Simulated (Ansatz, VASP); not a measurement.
**Nb in VASP and in Ansatz**

Contents of INCAR:

```
SYSTEM = Nb
  PREC = Accurate
  ENCUT = 520
  EDIFF = 1E-7
  ISMEAR = -1
  SIGMA = 0.05
  LREAL = .False.
  LASPH = .True.
  NELM = 80
  ALGO = Normal
  ISIF = 2
  LWAVE = .False.
  LCHARG = .False.
  NBANDS = 20
```

KPOINTS

```
regular mesh
0
Gamma
  15 15 8
  0 0 0
```

POSCAR

```
Nb
1.0
    2.4696643808      0.0000000000      0.0000000000
   -1.2348321904      2.1387920926      0.0000000000
    0.0000000000      0.0000000000      4.3408973814
Nb
2
Direct
    0.3333333333      0.6666666667      0.2500000000
    0.6666666667      0.3333333333      0.7500000000
```

Input for Ansatz:

```yaml
crystal:
  lattice:
    - [2.4696643808, 0.0, 0.0]
    - [-1.2348321904, 2.1387920926, 0.0]
    - [0.0, 0.0, 4.3408973814]
  atoms:
    - { symbol: Nb, position: [0.3333333333, 0.6666666667, 0.25] }
    - { symbol: Nb, position: [0.6666666667, 0.3333333333, 0.75] }
kpoints:
  mp_grid: { grid: [15, 15, 8] }
scf:
  occupations: { method: fermi_dirac, width: 0.05 }
hamiltonian:
  xc: lda
  pseudopotentials: { kind: all_electron, lapw: { basis_error: 0.001 } }
output:
  forces: true
  stress: true
  eigenvalues: true
  populations: true
```

Change from the starting cell: volume scaled by 0.65, LAPW.

Alike in both runs: task single point; functional LDA; k mesh 15 × 15 × 8; occupations fermi-dirac, width 0.05 eV; no spin polarisation.

|  | VASP | Ansatz |
| --- | --- | --- |
| version | VASP 6.6.1 | Ansatz 0.2.0 |
| potentials or method | VASP PAW LDA potentials, release 64 (Nb_sv), cutoff 520 eV | all-electron LAPW, scalar-relativistic |

|  | VASP | Ansatz | Ansatz less VASP |
| --- | --- | --- | --- |
| pressure (GPa) | 168.9 | 168.2 | -0.70 |
| traceless stress, the component that is largest in VASP (GPa) | -0.22 | 0.04 | +0.266 |

LDA's correlation is that of Perdew and Zunger in VASP and of Perdew and Wang (1992) in Ansatz. Both programs put the cell under a high pressure, so it lies far from rest at this level. Ansatz ran all-electron here, and VASP with PAW potentials.

Noted on VASP's run: the cell as given lies far from equilibrium.
